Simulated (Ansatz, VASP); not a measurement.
BeS: VASP beside Ansatz

INCAR

```
  ALGO = Normal
  EDIFF = 1E-6
  ENCUT = 600
  GGA = PS
  GGA_COMPAT = F
  ISIF = 2
  ISMEAR = 0
  LASPH = T
  LCHARG = F
  LREAL = F
  LWAVE = F
  NBANDS = 11
  NELM = 120
  PREC = Accurate
  SIGMA = 0.01
```

The input KPOINTS:

```
k-points
0
Gamma
  8 8 8
```

POSCAR

```
BeS
1.0
    0.0000000000      2.4350000000      2.4350000000
    2.4350000000      0.0000000000      2.4350000000
    2.4350000000      2.4350000000      0.0000000000
Be S
1 1
Direct
    0.0000000000      0.0000000000      0.0000000000
    0.2500000000      0.2500000000      0.2500000000
```

Input for Ansatz:

```yaml
crystal:
  lattice:
    - [0.0, 2.435, 2.435]
    - [2.435, 0.0, 2.435]
    - [2.435, 2.435, 0.0]
  atoms:
    - { symbol: Be, position: [0.0, 0.0, 0.0] }
    - { symbol: S, position: [0.25, 0.25, 0.25] }
basis:
  ecutwfc: 420
kpoints:
  mp_grid: { grid: [8, 8, 8] }
  band_path:
    path:
      - [0.0, 0.0, 0.0]
      - [0.0, 0.0, 0.0]
      - [0.5, 0.5, 0.0]
      - [0.5, 0.5, 0.5]
      - [0.0046505074, 0.0046505074, 0.0]
      - [-0.0046505074, -0.0046505074, 0.0]
      - [0.0053699434, 0.0053699434, 0.0053699434]
      - [-0.0053699434, -0.0053699434, -0.0053699434]
      - [0.0046505074, 0.0046505074, 0.0]
      - [-0.0046505074, -0.0046505074, 0.0]
      - [0.5046505074, 0.5046505074, 0.0]
      - [0.4953494926, 0.4953494926, 0.0]
      - [0.5, 0.5046505074, 0.0046505074]
      - [0.5, 0.4953494926, -0.0046505074]
      - [0.5053699434, 0.5053699434, 0.5053699434]
      - [0.4946300566, 0.4946300566, 0.4946300566]
      - [0.4967115947, 0.5032884053, 0.5]
      - [0.5032884053, 0.4967115947, 0.5]
    npoints: 1
hamiltonian:
  xc: pbesol
  pseudopotentials: { kind: paw, azcp: { folder: soft_1 } }
scf:
  occupations: { method: fixed }
  n_extra_bands: 5
output:
  forces: true
  stress: true
  eigenvalues: true
```

Alike in both runs: task single point; functional PBEsol; k mesh 8 × 8 × 8; no spin polarisation.

|  | VASP | Ansatz |
| --- | --- | --- |
| version | VASP 6.6.1 | Ansatz 0.2.0 |
| potentials or method | VASP PAW PBE potentials, release 64 (Be, S), cutoff 600 eV | scalar-relativistic, plane waves, PAW |
| occupations | gaussian, width 0.01 eV | fixed |
| valence electrons in the cell | 8 | 8 |

Ansatz gave:

| Quantity | Value |
| --- | --- |
| gap on the k mesh at the Fermi level (eV) | 2.95 |
| least direct gap on the mesh (eV) | 5.58 |
| pressure (GPa) | -1.9 |

Problem. Estimate VASP's values.

Solution. gap on the k mesh at the Fermi level (eV): 2.96; least direct gap on the mesh (eV): 5.59; pressure (GPa): -1.7.

VASP's potentials were made for PBE, not for PBEsol, and Ansatz warns of the same on its side.
